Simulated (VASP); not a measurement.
A run of VASP 6.6.1 is set up as follows.

Contents of INCAR:

```
PREC     = Accurate       # precision mode
ENCUT    = 520            # plane-wave cutoff, eV
EDIFF    = 1E-6           # SCF threshold, eV
ISMEAR   = 0              # smearing method
SIGMA    = 0.02           # smearing width, eV
LREAL    = Auto         
LASPH    = True           # aspherical terms in the spheres
NELM     = 100            # most SCF steps
ALGO     = Normal         # electronic algorithm
ISIF     = 2              # what is computed and relaxed
LWAVE    = False          # write WAVECAR
LCHARG   = True           # write CHGCAR
GGA      = PE             # functional
LELF     = True           # ELF
LVHAR    = True         
NBANDS   = 68             # bands
```

File KPOINTS:

```
regular mesh
0
Gamma
  3 3 1
```

Contents of POSCAR:

```
H3C5
1.0
    5.0487420000      0.0000000000      0.0000000000
    0.0000000000      5.0487420000      0.0000000000
    0.0000000000      0.0000000000     17.1355610000
H C
12 20
Direct
    0.4277869616      0.0000000000      0.0583581711
    0.0722132365      0.0000000000      0.0583581711
    0.9277869616      0.0000000000      0.0583581711
    0.5722132365      0.0000000000      0.0583581711
    0.4277869616      0.5000000000      0.0583581711
    0.0722132365      0.5000000000      0.0583581711
    0.9277869616      0.5000000000      0.0583581711
    0.5722132365      0.5000000000      0.0583581711
    0.7502013373      0.0037906473      0.3592869238
    0.2499028471      0.4961073471      0.3593189625
    0.7499739539      0.4959078915      0.3593403799
    1.2499507798      1.0036367475      0.3593210050
    0.2500000990      0.0000000000      0.0953981022
    0.7500000990      0.0000000000      0.0953981022
    0.2500000990      0.5000000000      0.0953981022
    0.7500000990      0.5000000000      0.0953981022
    0.2500000990      0.2500000990      0.1474827699
    0.7500000990      0.2500000990      0.1474827699
    0.2500000990      0.7500000990      0.1474827699
    0.7500000990      0.7500000990      0.1474827699
    0.0000241644      0.2499705867      0.1958636195
    0.4999867294      0.2499398860      0.1958693386
   -0.0000104977      0.7499563258      0.2036799962
    0.4999835603      0.7499446397      0.2036818053
   -0.0000112899      0.0165676915      0.2526186333
    0.4999780143      0.0165031210      0.2526272119
   -0.0000431791      0.4833203994      0.2526395838
    0.4999439464      0.4833059404      0.2526559825
    0.2499484030      0.0880179657      0.3001159402
    0.7499860361      0.0881053142      0.3000893289
    0.2499250308      0.4117429649      0.3001176326
    0.7499379053      0.4117152352      0.3001200253
```

Potentials or basis: VASP PAW PBE potentials, release 64 (H, C).

The run is started by

```console
$ cat potpaw_PBE.64/H/POTCAR potpaw_PBE.64/C/POTCAR > POTCAR
$ mpirun -np 1 vasp_std > vasp.out
```

(1) Estimate the band gap on the k mesh.

(2) What does it give for the largest force?

Results:

(1) 1.86 eV.

(2) 8.860 eV/Å.
